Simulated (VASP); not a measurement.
**Ag: single point with PBEsol**

The system is Ag.

```
CELL_PARAMETERS angstrom
0.00000 2.04310 1.98181
2.04310 0.00000 1.98181
2.04310 2.04310 0.00000
ATOMIC_POSITIONS crystal
Ag 0.00000 0.00000 0.00000
```

This cell differs from its parent crystal: strain +0.000 along x and y, -0.030 along z.

* Program: VASP 6.6.1
* Task: single point
* Functional: PBEsol
* Potentials or basis: VASP PAW PBE potentials, release 64 (Ag)
* Cutoff: 520 eV
* k mesh: 20 × 20 × 20
* Occupations: gaussian, width 0.15 eV
* Spin: no spin polarisation
* Dipole correction: no
* Further INCAR settings: ALGO = Normal; EDIFF = 1e-07; NBANDS = 12

* Pressure: 0.6 GPa

Stress tensor (GPa, compression positive):
```
0.25 0.00 0.00
0.00 0.25 0.00
0.00 0.00 1.42
```

Levels at points of the mesh, in eV from the Fermi level:
```csv
k point,band 4,band 5,band 6,band 7,band 8,band 9
"(0.00, 0.00, 0.00)",-4.74,-3.88,-3.67,16.07,19.66,19.66
"(0.50, 0.00, 0.00)",-2.97,-2.88,-0.53,3.77,15.24,17.78
"(0.50, 0.50, 0.00)",-2.70,-2.70,1.89,7.48,10.39,10.39
"(0.50, 0.00, 0.50)",-2.79,-2.64,1.34,6.71,10.92,10.99
```

Run time: 42 s on 1 thread of Intel(R) Xeon(R) 6975P-C (Granite Rapids) (shared host), peak memory 0.24 GiB.

Caveat: the cell differs from its parent crystal (strain +0.000 along x and y, -0.030 along z); the PAW data sets were made with another functional, which shifts forces and pressure a little.
